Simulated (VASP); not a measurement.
# Zr3SnSe (Pm-3m) in VASP: a series of runs, part 2 of 2

VASP 6.6.1.

### Step 4. Single point, PBE

This run uses another cell than the first one, of 24.73 Å³/atom.

INCAR reads:

```
SYSTEM = Zr3SnSe
PREC     = Accurate       ! precision mode
ENCUT    = 520            ! plane-wave cutoff, eV
EDIFF    = 1E-6           ! SCF threshold, eV
ISMEAR   = 0              ! smearing method
SIGMA    = 0.1            ! smearing width, eV
LREAL    = .FALSE.        ! projectors in reciprocal space
LASPH    = .TRUE.         ! aspherical terms in the spheres
NELM     = 60             ! most SCF steps
ALGO     = Normal         ! electronic algorithm
ISIF     = 2              ! what is computed and relaxed
LWAVE    = .FALSE.        ! write WAVECAR
LCHARG   = .FALSE.        ! write CHGCAR
GGA      = PE             ! functional
NBANDS   = 36             ! bands
```

KPOINTS reads:

```
regular mesh
0
G
  8 8 8
  0 0 0
```

POSCAR reads:

```
Zr3SnSe
1.0
    4.9821672199      0.0000000000      0.0000000000
    0.0000000000      4.9821672199      0.0000000000
    0.0000000000      0.0000000000      4.9821672199
Zr Sn Se
3 1 1
Direct
    0.0000000000      0.5000000000      0.5000000000
    0.5000000000      0.0000000000      0.5000000000
    0.5000000000      0.5000000000      0.0000000000
    0.0000000000      0.0000000000      0.0000000000
    0.5000000000      0.5000000000      0.5000000000
```

Potentials or basis: VASP PAW PBE potentials, release 64 (Zr_sv, Sn_d, Se).

On the command line:

```console
$ cat potpaw_PBE.64/Zr_sv/POTCAR potpaw_PBE.64/Sn_d/POTCAR potpaw_PBE.64/Se/POTCAR > POTCAR
$ mpirun -np 1 vasp_std > vasp.out
```

OUTCAR:

```text
SYSTEM = Zr3SnSe
   PREC = Accurate
   ENCUT = 520
   EDIFF = 1E-6
   ISMEAR = 0
   LREAL = .FALSE.
   LASPH = .TRUE.
   NELM = 60
   ISIF = 2
   GGA = PE

 ion  position               nearest neighbor table
   1  0.000  0.500  0.500-   5 2.49   5 2.49   4 3.52   2 3.52   3 3.52   4 3.52   2 3.52   4 3.52
                             4 3.52   2 3.52   3 3.52   3 3.52   3 3.52   2 3.52
   2  0.500  0.000  0.500-   5 2.49   5 2.49   4 3.52   1 3.52   3 3.52   4 3.52   1 3.52   3 3.52
                             3 3.52   3 3.52   1 3.52   4 3.52   4 3.52   1 3.52
   3  0.500  0.500  0.000-   5 2.49   5 2.49   4 3.52   1 3.52   1 3.52   2 3.52   2 3.52   2 3.52
                             4 3.52   2 3.52   1 3.52   4 3.52   1 3.52   4 3.52
   4  0.000  0.000  0.000-   1 3.52   2 3.52   3 3.52   1 3.52   2 3.52   1 3.52   3 3.52   1 3.52
                             2 3.52   3 3.52   2 3.52   3 3.52
   5  0.500  0.500  0.500-   1 2.49   2 2.49   3 2.49   3 2.49   2 2.49   1 2.49

  LATTYP: Found a simple cubic cell.
 ALAT       =     4.9821672199

  Lattice vectors:

 A1 = (   4.9821672199,   0.0000000000,   0.0000000000)
 A2 = (   0.0000000000,   4.9821672199,   0.0000000000)
 A3 = (   0.0000000000,   0.0000000000,   4.9821672199)

Analysis of symmetry for initial positions (statically):
=====================================================================
[... 188 lines left out ...]
      1     -41.4312      2.00000
      2     -41.3803      2.00000
      3     -41.3803      2.00000
      4     -19.7041      2.00000
      5     -19.7041      2.00000
      6     -19.7041      2.00000
[... 925 lines left out ...]
     35      10.0755      0.00000
     36      10.4749      0.00000

 [... further k-points ...]

------------------------ aborting loop because EDIFF is reached ----------------------------------------

  FORCE on cell =-STRESS in cart. coord.  units (eV):
  Direction    XX          YY          ZZ          XY          YZ          ZX
  --------------------------------------------------------------------------------------
  -------------------------------------------------------------------------------------
  Total        0.1132020      0.1132020      0.1132020      0.0000000      0.0000000     -0.0000000
  in kB        1.4665941      1.4665941      1.4665941      0.0000000      0.0000000     -0.0000000
  external PRESSURE =       1.4665941 kB  Pullay stress =       0.0000000 kB

 VOLUME and BASIS-vectors are now :
 -----------------------------------------------------------------------------
  energy-cutoff  :      520.00
  volume of cell :      123.67
      direct lattice vectors                 reciprocal lattice vectors
     4.982167220  0.000000000  0.000000000     0.200715864  0.000000000  0.000000000
     0.000000000  4.982167220  0.000000000     0.000000000  0.200715864  0.000000000
     0.000000000  0.000000000  4.982167220     0.000000000  0.000000000  0.200715864

 POSITION                                       TOTAL-FORCE (eV/Angst)
 -----------------------------------------------------------------------------------
      0.00000      2.49108      2.49108         0.000000      0.000000      0.000000
      2.49108      0.00000      2.49108         0.000000      0.000000      0.000000
      2.49108      2.49108      0.00000         0.000000      0.000000      0.000000
      0.00000      0.00000      0.00000         0.000000      0.000000      0.000000
      2.49108      2.49108      2.49108         0.000000      0.000000      0.000000
 -----------------------------------------------------------------------------------
    total drift:                                0.000000     -0.000000     -0.000000

  FREE ENERGIE OF THE ION-ELECTRON SYSTEM (eV)
  ---------------------------------------------------
  free  energy   TOTEN  =       -33.7531277901 eV

  energy  without entropy=      -33.7205443005  energy(sigma->0) =      -33.73683605
```

Run time: 4.7 min. Hardware: 1 thread of Intel Xeon 8259CL, shared host; peak memory 0.33 GiB.

What came out:

```yaml
Free_energy: -33.7531 eV
Pressure: 0.1 GPa
Band_gap_on_the_k_mesh: zero (bands 28 and 29 overlap by 0.38 eV)
```

Levels at points of the mesh, in eV from the Fermi level:
```csv
k point,band 26,band 27,band 28,band 29,band 30,band 31
"(0.00, 0.00, 0.00)",-1.57,-1.57,-0.02,-0.02,-0.02,0.86
"(0.50, 0.00, 0.00)",-1.84,-0.42,0.33,0.70,0.75,0.75
"(0.50, 0.50, 0.00)",-0.63,-0.63,0.09,0.09,0.33,1.20
"(0.50, 0.50, 0.50)",-0.43,-0.43,-0.43,0.14,0.14,0.14
```

Caveat: spin-orbit coupling is left out, which moves the levels of the heavy elements.

### Step 5. Relaxation of cell and atoms, PBE

INCAR reads:

```
SYSTEM = Zr3SnSe
PREC = Accurate
ENCUT = 600
EDIFF = 1E-7
ISMEAR = 0
SIGMA = 0.1
LREAL = .False.
LASPH = .True.
NELM = 80
ALGO = Normal
ISIF = 3
LWAVE = .False.
LCHARG = .False.
GGA = PE
IBRION = 2
NSW = 90
EDIFFG = -0.04
```

KPOINTS reads:

```
regular mesh
0
Gamma
  4 4 4
  0 0 0
```

Edit POSCAR of step 4 so:

```diff
@@ -2,5 +2,5 @@
 1.0
-    4.9821672199      0.0000000000      0.0000000000
-    0.0000000000      4.9821672199      0.0000000000
-    0.0000000000      0.0000000000      4.9821672199
+    4.8380506300      0.0000000000      0.0000000000
+    0.0000000000      4.8380506300      0.0000000000
+    0.0000000000      0.0000000000      4.8380506300
 Zr Sn Se
```

On the command line:

```console
$ cat potpaw_PBE.64/Zr_sv/POTCAR potpaw_PBE.64/Sn_d/POTCAR potpaw_PBE.64/Se/POTCAR > POTCAR
$ mpirun -np 1 vasp_std > vasp.out
```

Wall time 4.4 min (1 thread of Intel Xeon 8259CL, shared host); peak memory 0.27 GiB.

The run converged. Its results:

| Property | Result |
| --- | --- |
| Free energy | -33.6914 eV |
| Relaxed volume | 24.83 Å³/atom |
| Relaxed cell | a = 4.989 Å, b = 4.989 Å, c = 4.989 Å, α = 90.00°, β = 90.00°, γ = 90.00° |
| Space group after relaxing (to 0.1 Å) | Pm-3m (No. 221) |
| Energy gained by relaxing | 62.3 meV/atom |
| Ionic steps | 3 |
| Pressure after relaxing | -0.2 GPa |
| Band gap on the k mesh | zero (bands 28 and 29 overlap by 0.37 eV) |

The path:
```
step  energy change (eV)  largest force (eV/Å)  pressure (GPa)  volume (Å³)
   1              0.0000                0.0000           10.17       113.24
   2              0.0885                0.0000           -7.94       138.47
   3             -0.3117                0.0000           -0.18       124.16
```

Final structure:
```
CELL_PARAMETERS angstrom
4.98879 0.00000 0.00000
0.00000 4.98879 0.00000
0.00000 0.00000 4.98879
ATOMIC_POSITIONS crystal
Zr 0.00000 0.50000 0.50000
Zr 0.50000 0.00000 0.50000
Zr 0.50000 0.50000 0.00000
Sn 0.00000 0.00000 0.00000
Se 0.50000 0.50000 0.50000
```

Levels at points of the mesh, in eV from the Fermi level:
| k point | band 26 | band 27 | band 28 | band 29 | band 30 | band 31 |
| --- | --- | --- | --- | --- | --- | --- |
| (0.00, 0.00, 0.00) | -1.53 | -1.53 | 0.01 | 0.01 | 0.01 | 0.86 |
| (0.50, 0.00, 0.00) | -1.80 | -0.39 | 0.36 | 0.73 | 0.77 | 0.77 |
| (0.50, 0.50, 0.00) | -0.61 | -0.61 | 0.12 | 0.12 | 0.35 | 1.23 |
| (0.50, 0.50, 0.50) | -0.40 | -0.40 | -0.40 | 0.17 | 0.17 | 0.17 |

Caveat: spin-orbit coupling is left out, which moves the levels of the heavy elements.

### Step 6. Relaxation of cell and atoms, PBE

This run uses another cell than the first one, of 24.73 Å³/atom.

INCAR reads:

```
  PREC = Accurate
  ENCUT = 600
  EDIFF = 1E-7
  ISMEAR = 0
  SIGMA = 0.1
  LREAL = F
  LASPH = T
  NELM = 60
  ALGO = Normal
  ISIF = 3
  LWAVE = F
  LCHARG = F
  GGA = PE
  IBRION = 2
  NSW = 100
  EDIFFG = -0.01
```

KPOINTS reads:

```
regular mesh
0
Gamma
  8 8 8
```

Edit POSCAR of step 5 so:

```diff
@@ -2,5 +2,5 @@
 1.0
-    4.8380506300      0.0000000000      0.0000000000
-    0.0000000000      4.8380506300      0.0000000000
-    0.0000000000      0.0000000000      4.8380506300
+    4.9821672199      0.0000000000      0.0000000000
+    0.0000000000      4.9821672199      0.0000000000
+    0.0000000000      0.0000000000      4.9821672199
 Zr Sn Se
```

Potentials or basis: VASP PAW PBE potentials, release 64 (Zr_sv, Sn_d, Se).

On the command line:

```console
$ cat potpaw_PBE.64/Zr_sv/POTCAR potpaw_PBE.64/Sn_d/POTCAR potpaw_PBE.64/Se/POTCAR > POTCAR
$ mpirun -np 1 vasp_std > vasp.out
```

Run time: 8.8 min. Hardware: 1 thread of Intel Xeon 8259CL, shared host; peak memory 0.36 GiB.

Results (log left out):

```
Free energy                           : -33.7529 eV
Relaxed volume                        : 24.78 Å³/atom
Relaxed cell                          : a = 4.985 Å, b = 4.985 Å, c = 4.985 Å, α = 90.00°, β = 90.00°, γ = 90.00°
Space group after relaxing (to 0.1 Å) : Pm-3m (No. 221)
Energy gained by relaxing             : 0.0 meV/atom
Ionic steps                           : 3
Pressure after relaxing               : 0.0 GPa
Band gap on the k mesh                : zero (bands 28 and 29 overlap by 0.38 eV)
```

Step by step:
| step | energy change (eV) | largest force (eV/Å) | pressure (GPa) | volume (Å³) |
| --- | --- | --- | --- | --- |
| 1 | 0.0000 | 0.0000 | 0.17 | 123.67 |
| 2 | 0.0000 | 0.0000 | -0.18 | 124.12 |
| 3 | -0.0001 | 0.0000 | 0.00 | 123.88 |

Final structure:
```
Zr Sn Se
1.0
     4.98507    0.00000    0.00000
     0.00000    4.98507    0.00000
     0.00000    0.00000    4.98507
Zr Sn Se
3 1 1
Direct
  0.00000 0.50000 0.50000
  0.50000 0.00000 0.50000
  0.50000 0.50000 0.00000
  0.00000 0.00000 0.00000
  0.50000 0.50000 0.50000
```

Levels at points of the mesh, in eV from the Fermi level:
| k point | band 24 | band 25 | band 26 | band 27 | band 28 | band 29 | band 30 | band 31 | band 32 | band 33 |
| --- | --- | --- | --- | --- | --- | --- | --- | --- | --- | --- |
| (0.00, 0.00, 0.00) | -2.08 | -2.08 | -1.57 | -1.57 | -0.02 | -0.02 | -0.02 | 0.85 | 0.99 | 0.99 |
| (0.50, 0.00, 0.00) | -2.09 | -2.09 | -1.83 | -0.42 | 0.33 | 0.70 | 0.75 | 0.75 | 1.03 | 1.04 |
| (0.50, 0.50, 0.00) | -2.74 | -2.02 | -0.63 | -0.63 | 0.09 | 0.09 | 0.32 | 1.20 | 1.55 | 1.55 |
| (0.50, 0.50, 0.50) | -2.00 | -2.00 | -0.43 | -0.43 | -0.43 | 0.14 | 0.14 | 0.14 | 1.41 | 1.93 |

Caveat: spin-orbit coupling is left out, which moves the levels of the heavy elements.

### Step 7. The runs side by side

```tsv
task	cell	k mesh	cutoff (eV)	gap on the mesh (eV)	pressure (GPa)	relaxed volume (Å³/atom)
single point	a = 4.838 Å, 5 atoms	4 × 4 × 4	520	none	10.1	-
single point	a = 4.982 Å, 5 atoms	4 × 4 × 4	520	none	0.2	-
single point	a = 4.982 Å, 5 atoms	8 × 8 × 8	520	none	0.1	-
relaxation of cell and atoms	relaxed from a = 4.838 Å, 5 atoms	4 × 4 × 4	600	none	-0.2	24.83
relaxation of cell and atoms	relaxed from a = 4.982 Å, 5 atoms	8 × 8 × 8	600	none	0.0	24.78
```

Alike in all rows: level PBE; potentials or basis VASP PAW PBE potentials, release 64 (Zr_sv, Sn_d, Se); no spin polarisation; smearing gaussian 0.1 eV.

Caveats: spin-orbit coupling is left out, which moves the levels of the heavy elements; the cell stands under pressure (at least some runs).

Absolute energies hang on the potentials; compare differences alone.
